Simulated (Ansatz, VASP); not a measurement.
## One calculation of Au, two programs

Contents of POSCAR:

```
Au
1.0
    0.0000000000      2.0455000000      2.0455000000
    2.0455000000      0.0000000000      2.0455000000
    2.0455000000      2.0455000000      0.0000000000
Au
1
Direct
    0.0000000000      0.0000000000      0.0000000000
```

INCAR.step1

```
PREC     = Accurate       # precision mode
ENCUT    = 600            # plane-wave cutoff, eV
ISMEAR   = 0              # smearing method
SIGMA    = 0.1            # smearing width, eV
LREAL    = F              # projectors in reciprocal space
LASPH    = T              # aspherical terms in the spheres
NELM     = 80             # most SCF steps
GGA      = PE             # functional
ALGO     = Normal         # electronic algorithm
EDIFF    = 1E-4           # SCF threshold, eV
LWAVE    = T              # write WAVECAR
LCHARG   = F              # write CHGCAR
```

Contents of INCAR.step2:

```
PREC     = Accurate       # precision mode
ENCUT    = 600            # plane-wave cutoff, eV
EDIFF    = 1E-7           # SCF threshold, eV
ISMEAR   = 0              # smearing method
SIGMA    = 0.1            # smearing width, eV
LREAL    = F              # projectors in reciprocal space
LASPH    = T              # aspherical terms in the spheres
NELM     = 80             # most SCF steps
ALGO     = Normal         # electronic algorithm
ISIF     = 3              # what is computed and relaxed
LWAVE    = F              # write WAVECAR
LCHARG   = F              # write CHGCAR
METAGGA  = R2SCAN         # meta-GGA
LMIXTAU  = T            
IBRION   = 2              # ionic algorithm
NSW      = 100            # ionic steps
EDIFFG   = -0.005         # ionic threshold
ISTART   = 1
```

KPOINTS

```
regular mesh
0
Gamma
  18 18 18
```

Input for Ansatz:

```yaml
crystal:
  lattice:
    - [0.0, 2.0455, 2.0455]
    - [2.0455, 0.0, 2.0455]
    - [2.0455, 2.0455, 0.0]
  atoms:
    - { symbol: Au, position: [0.0, 0.0, 0.0] }
basis:
  ecutwfc: 500
kpoints:
  mp_grid: { grid: [18, 18, 18] }
hamiltonian:
  xc: r2scan
scf:
  occupations: { method: gaussian, width: 0.1 }
output:
  forces: true
  stress: true
  eigenvalues: true
relax:
  adjacent_minimum: "off"
  f_tol: 0.005
  max_steps: 80
  cell: { stress_tol: 0.05 }
```

Alike in both runs: task relaxation of cell and atoms; functional r2SCAN; k mesh 18 × 18 × 18; occupations gaussian, width 0.1 eV; no spin polarisation.

|  | VASP | Ansatz |
| --- | --- | --- |
| version | VASP 6.6.1 | Ansatz 0.2.0 |
| potentials or method | VASP PAW PBE potentials, release 64 (Au), cutoff 600 eV | scalar-relativistic, plane waves, PAW |
| valence electrons in the cell | 11 | 19 |

VASP gave:

```
gap on the k mesh at the Fermi level, each at its own relaxed structure (eV) : none
relaxed volume (Å³/atom)                                                     : 17.58
relaxed cell length with the largest relative difference (Å)                 : 2.919
```

Problem. Which values does Ansatz return?

Solution. gap on the k mesh at the Fermi level, each at its own relaxed structure (eV): none; relaxed volume (Å³/atom): 17.54; relaxed cell length with the largest relative difference (Å): 2.916.

VASP's potentials were made for PBE, not for r2SCAN. A gap of «none» marks a metal or a gap that the smearing closes. VASP's potentials hold 11 valence electrons a cell and Ansatz's 19, so a difference there can come from the potentials and not from the codes.

Spin-orbit coupling is off throughout.
